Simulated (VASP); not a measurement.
# RbOs3 (Pmm2) in VASP: further runs, part 2 of 2

VASP 6.6.1.

### 3 Single point, PBE

This run uses another cell than the first one, of 29.56 Å³/atom.

INCAR reads:

```
SYSTEM = RbOs3
PREC     = Accurate       ! precision mode
ENCUT    = 520            ! plane-wave cutoff, eV
EDIFF    = 1E-6           ! SCF threshold, eV
ISMEAR   = 0              ! smearing method
SIGMA    = 0.1            ! smearing width, eV
LREAL    = .False.        ! projectors in reciprocal space
LASPH    = .True.         ! aspherical terms in the spheres
NELM     = 80             ! most SCF steps
ALGO     = Normal         ! electronic algorithm
ISIF     = 2              ! what is computed and relaxed
LWAVE    = .False.        ! write WAVECAR
LCHARG   = .True.         ! write CHGCAR
GGA      = PE             ! functional
LELF     = .True.         ! ELF
LVHAR    = .True.       
NBANDS   = 24             ! bands
```

KPOINTS reads:

```
Automatic mesh
0
Gamma
  6 4 4
  0 0 0
```

POSCAR reads:

```
RbOs3
1.0
    3.6889226910      0.0000000000      0.0000000000
    0.0000000000      5.0618829873      0.0000000000
    0.0000000000      0.0000000000      6.3331793591
Rb Os
1 3
Direct
    0.0000000000      0.0000000000      0.8787641483
    0.5000000000      0.2329322245      0.3585662774
    0.5000000000      0.7670677755      0.3585662774
    0.0000000000      0.5000000000      0.4885575833
```

Potentials or basis: VASP PAW PBE potentials, release 64 (Rb_sv, Os).

Command:

```bash
cat potpaw_PBE.64/Rb_sv/POTCAR potpaw_PBE.64/Os/POTCAR > POTCAR
mpirun -np 1 vasp_std > vasp.out
```

OUTCAR:

```text
SYSTEM = RbOs3
   PREC = Accurate
   ENCUT = 520
   EDIFF = 1E-6
   ISMEAR = 0
   LREAL = .False.
   LASPH = .True.
   NELM = 80
   ISIF = 2
   GGA = PE

 ion  position               nearest neighbor table
   1  0.000  0.000  0.879-   4 3.54   4 3.54   2 3.75   3 3.75   2 3.75   3 3.75   3 3.96   2 3.96
                             2 3.96   3 3.96
   2  0.500  0.233  0.359-   3 2.36   4 2.43   4 2.43   3 2.70   1 3.75   1 3.75   1 3.96   1 3.96

   3  0.500  0.767  0.359-   2 2.36   4 2.43   4 2.43   2 2.70   1 3.75   1 3.75   1 3.96   1 3.96

   4  0.000  0.500  0.489-   2 2.43   3 2.43   2 2.43   3 2.43   1 3.54   1 3.54

  LATTYP: Found a simple orthorhombic cell.
 ALAT       =     3.6889226910
 B/A-ratio  =     1.3721846217
 C/A-ratio  =     1.7168099984

  Lattice vectors:

 A1 = (   3.6889226910,   0.0000000000,   0.0000000000)
 A2 = (   0.0000000000,   5.0618829873,   0.0000000000)
 A3 = (   0.0000000000,   0.0000000000,   6.3331793591)

Analysis of symmetry for initial positions (statically):
=====================================================================
 Subroutine PRICEL returns:
[... 175 lines left out ...]

 E-fermi :   2.2202     XC(G=0):  -9.1676

 val. band max:        2.2144099266   @ k =   0.5000   0.2500   0.2500
 cond. band min:       2.2238267023   @ k =   0.5000   0.2500   0.5000
 fundamental gap:      0.0094167757
 Fermi energy:         2.2202400953

 k-point     1 :       0.0000    0.0000    0.0000
  band No.  band energies     occupation
      1     -24.8187      2.00000
      2      -8.9402      2.00000
      3      -8.9302      2.00000
      4      -8.6343      2.00000
      5      -5.3627      2.00000
      6      -3.2123      2.00000
[... 637 lines left out ...]
     23       5.8687      0.00000
     24       6.2221      0.00000

 [... further k-points ...]

------------------------ aborting loop because EDIFF is reached ----------------------------------------

  FORCE on cell =-STRESS in cart. coord.  units (eV):
  Direction    XX          YY          ZZ          XY          YZ          ZX
  --------------------------------------------------------------------------------------
  -------------------------------------------------------------------------------------
  Total       -0.4307148     -0.3215464     -0.0896817      0.0000000      0.0000000      0.0000000
  in kB       -5.8353500     -4.3563301     -1.2150138      0.0000000      0.0000000      0.0000000
  external PRESSURE =      -3.8022313 kB  Pullay stress =       0.0000000 kB

 VOLUME and BASIS-vectors are now :
 -----------------------------------------------------------------------------
  energy-cutoff  :      520.00
  volume of cell :      118.26
      direct lattice vectors                 reciprocal lattice vectors
     3.688922691  0.000000000  0.000000000     0.271081853  0.000000000  0.000000000
     0.000000000  5.061882987  0.000000000     0.000000000  0.197554942  0.000000000
     0.000000000  0.000000000  6.333179359     0.000000000  0.000000000  0.157898576

 POSITION                                       TOTAL-FORCE (eV/Angst)
 -----------------------------------------------------------------------------------
      0.00000      0.00000      5.56537         0.000000      0.000000     -0.004311
      1.84446      1.17908      2.27086         0.000000     -0.038056      0.047299
      1.84446      3.88281      2.27086         0.000000      0.038056      0.047299
      0.00000      2.53094      3.09412         0.000000      0.000000     -0.090286
 -----------------------------------------------------------------------------------
    total drift:                                0.000000      0.000000     -0.000248

  FREE ENERGIE OF THE ION-ELECTRON SYSTEM (eV)
  ---------------------------------------------------
  free  energy   TOTEN  =       -29.0879991693 eV

  energy  without entropy=      -29.0575379449  energy(sigma->0) =      -29.07276856
```

OSZICAR:

```text
N       E                     dE             d eps       ncg     rms          rms(c)
DAV:   1     0.193601138303E+03    0.19360E+03   -0.13610E+04  1728   0.117E+03
DAV:   2    -0.945146060699E+01   -0.20305E+03   -0.18306E+03  1920   0.342E+02
DAV:   3    -0.297209384976E+02   -0.20269E+02   -0.18994E+02  2792   0.846E+01
DAV:   4    -0.304728764858E+02   -0.75194E+00   -0.74801E+00  2296   0.166E+01
DAV:   5    -0.304925372979E+02   -0.19661E-01   -0.19639E-01  2608   0.206E+00    0.171E+01
DAV:   6    -0.295060398415E+02    0.98650E+00   -0.22698E+00  2600   0.893E+00    0.870E+00
DAV:   7    -0.300820691355E+02   -0.57603E+00   -0.27569E+00  2720   0.154E+01    0.828E+00
DAV:   8    -0.290922302715E+02    0.98984E+00   -0.15821E+00  2672   0.101E+01    0.125E+00
DAV:   9    -0.290894091569E+02    0.28211E-02   -0.13199E-01  1872   0.197E+00    0.566E-01
DAV:  10    -0.290878962509E+02    0.15129E-02   -0.91759E-03  2736   0.614E-01    0.291E-01
DAV:  11    -0.290878238739E+02    0.72377E-04   -0.14341E-03  2280   0.346E-01    0.664E-02
DAV:  12    -0.290879554938E+02   -0.13162E-03   -0.27136E-04  2088   0.982E-02    0.272E-02
DAV:  13    -0.290879896841E+02   -0.34190E-04   -0.38189E-05  2144   0.349E-02    0.116E-02
DAV:  14    -0.290879977295E+02   -0.80454E-05   -0.10215E-05  2152   0.158E-02    0.342E-03
DAV:  15    -0.290879990630E+02   -0.13334E-05   -0.20611E-06  1720   0.691E-03    0.142E-03
DAV:  16    -0.290879991693E+02   -0.10632E-06   -0.21992E-07  1392   0.282E-03
   1 F= -.29087999E+02 E0= -.29072769E+02  d E =-.304612E-01
```

stdout:

```text
POSCAR found type information on POSCAR RbOs
 POSCAR found :  2 types and       4 ions
 scaLAPACK will be used
 LDA part: xc-table for (Slater+PW92), standard interpolation
 POSCAR, INCAR and KPOINTS ok, starting setup
 FFT: planning ... GRIDC
 FFT: planning ... GRID_SOFT
 FFT: planning ... GRID
 WAVECAR not read
 entering main loop
```

It took 83 s on 1 thread of AMD EPYC 7R13 (Zen 3), shared host; peak memory 0.24 GiB.

Results:

```yaml
Free_energy: -29.0880 eV
Pressure: -0.4 GPa
Largest_force: 0.090 eV/Å
Band_gap_on_the_k_mesh: zero (an odd number of electrons rules out a gap without spin polarisation)
```

Forces on the atoms (eV/Å):
```
Rb   0.000  0.000 -0.004
Os   0.000 -0.038  0.047
Os   0.000  0.038  0.047
Os   0.000  0.000 -0.090
```

Stress tensor (GPa, compression positive):
```
-0.58  0.00  0.00
 0.00 -0.44  0.00
 0.00  0.00 -0.12
```

Caveat: spin-orbit coupling is left out, which moves the levels of the heavy elements.

### 4 Relaxation of cell and atoms, PBE

This run uses another cell than the first one, of 24.45 Å³/atom.

INCAR reads:

```
SYSTEM = RbOs3
PREC = Accurate
ENCUT = 600
EDIFF = 1E-6
ISMEAR = 0
SIGMA = 0.1
LREAL = .FALSE.
LASPH = .TRUE.
NELM = 80
ALGO = Normal
ISIF = 3
LWAVE = .FALSE.
LCHARG = .FALSE.
GGA = PE
IBRION = 2
NSW = 90
EDIFFG = -0.04
```

KPOINTS reads:

```
Automatic mesh
0
G
  4 4 4
  0 0 0
```

POSCAR reads:

```
RbOs3
1.0
    3.8076313362      0.0000000000      0.0000000000
    0.0000000000      4.1959537158      0.0000000000
    0.0000000000      0.0000000000      6.1206942326
Rb Os
1 3
Direct
    0.0000000000      0.0000000000      0.1597778787
    0.2292826215      0.5000000000      0.6666666667
    0.7707173785      0.5000000000      0.6666666667
    0.5000000000      0.0000000000      0.4224345016
```

Command:

```bash
cat potpaw_PBE.64/Rb_sv/POTCAR potpaw_PBE.64/Os/POTCAR > POTCAR
mpirun -np 1 vasp_std > vasp.out
```

Run time: 32 min. Hardware: 1 thread of AMD EPYC 7R13 (Zen 3), shared host; peak memory 0.26 GiB.

Results (log left out):

| Property | Result |
| --- | --- |
| Free energy | -29.1042 eV |
| Relaxed volume | 29.59 Å³/atom |
| Relaxed cell | a = 5.058 Å, b = 3.696 Å, c = 6.331 Å, α = 90.00°, β = 90.00°, γ = 90.00° |
| Space group after relaxing (to 0.1 Å) | Pmm2 (No. 25) |
| Pressure after relaxing | 0.0 GPa |
| Largest force after relaxing | 0.023 eV/Å |
| Band gap on the k mesh | zero (an odd number of electrons rules out a gap without spin polarisation) |

Forces in eV/Å, atoms in the order of the input:
```
Rb   0.000  0.000 -0.023
Os   0.021  0.000  0.000
Os  -0.021  0.000  0.000
Os   0.000  0.000  0.023
```

Stress tensor (GPa, compression positive):
```
-0.11  0.00  0.00
 0.00  0.04  0.00
 0.00  0.00 -0.05
```

Final structure:
```
Rb Os
1.0
     5.05803    0.00000    0.00000
     0.00000    3.69562    0.00000
     0.00000    0.00000    6.33133
Rb Os
1 3
Direct
  0.00000 0.00000 0.12380
  0.23264 0.50000 0.63960
  0.76736 0.50000 0.63960
  0.50000 0.00000 0.51255
```

Levels at points of the mesh, in eV from the Fermi level:
| k point | band 14 | band 15 | band 16 | band 17 | band 18 | band 19 |
| --- | --- | --- | --- | --- | --- | --- |
| (0.00, 0.00, 0.00) | -0.76 | -0.57 | 0.30 | 0.47 | 0.68 | 0.92 |
| (0.50, 0.00, 0.00) | -1.58 | -1.20 | -0.79 | -0.16 | 0.37 | 1.35 |
| (0.00, 0.50, 0.00) | -0.90 | -0.38 | 0.08 | 0.42 | 0.52 | 1.37 |
| (0.50, 0.50, 0.00) | -1.85 | -1.23 | -1.19 | -0.98 | -0.39 | 0.47 |
| (0.00, 0.00, 0.50) | -1.17 | -0.94 | -0.14 | 0.31 | 0.47 | 1.03 |
| (0.50, 0.00, 0.50) | -1.57 | -1.15 | -0.80 | -0.37 | 0.17 | 1.37 |
| (0.00, 0.50, 0.50) | -0.87 | -0.30 | -0.08 | 0.39 | 0.55 | 1.38 |
| (0.50, 0.50, 0.50) | -1.90 | -1.40 | -1.18 | -0.93 | -0.28 | 0.49 |

Caveat: the k points lie up to 0.43 Å⁻¹ apart in the final cell, too coarse for converged energies and pressures of a metal; the volume moved by over 15 % at a fixed basis, so the end points are rough; spin-orbit coupling is left out, which moves the levels of the heavy elements.

### 5 Summary

| task | cell | k mesh | cutoff (eV) | gap on the mesh (eV) | pressure (GPa) | largest force (eV/Å) |
| --- | --- | --- | --- | --- | --- | --- |
| single point | a = 5.054, b = 3.712, c = 6.323 Å, 4 atoms, atomic positions A | 4 × 4 × 4 | 520 | none | -0.4 | 0.07 |
| single point | a = 3.689, b = 5.062, c = 6.333 Å, 4 atoms, atomic positions B | 6 × 4 × 4 | 520 | none | -0.4 | 0.09 |
| relaxation of cell and atoms | relaxed from a = 3.808, b = 4.196, c = 6.121 Å, 4 atoms, atomic positions C | 4 × 4 × 4 | 600 | none | 0.0 | 0.02 |

Alike in all rows: level PBE; potentials or basis VASP PAW PBE potentials, release 64 (Rb_sv, Os); no spin polarisation; smearing gaussian 0.1 eV.

Caveats: some runs use coarse meshes; spin-orbit coupling is left out, which moves the levels of the heavy elements; the volume moved by over 15 % at a fixed basis, so the end points are rough (at least some runs).

Total energies depend on the potentials used, so only differences within one code and one set of settings carry meaning.
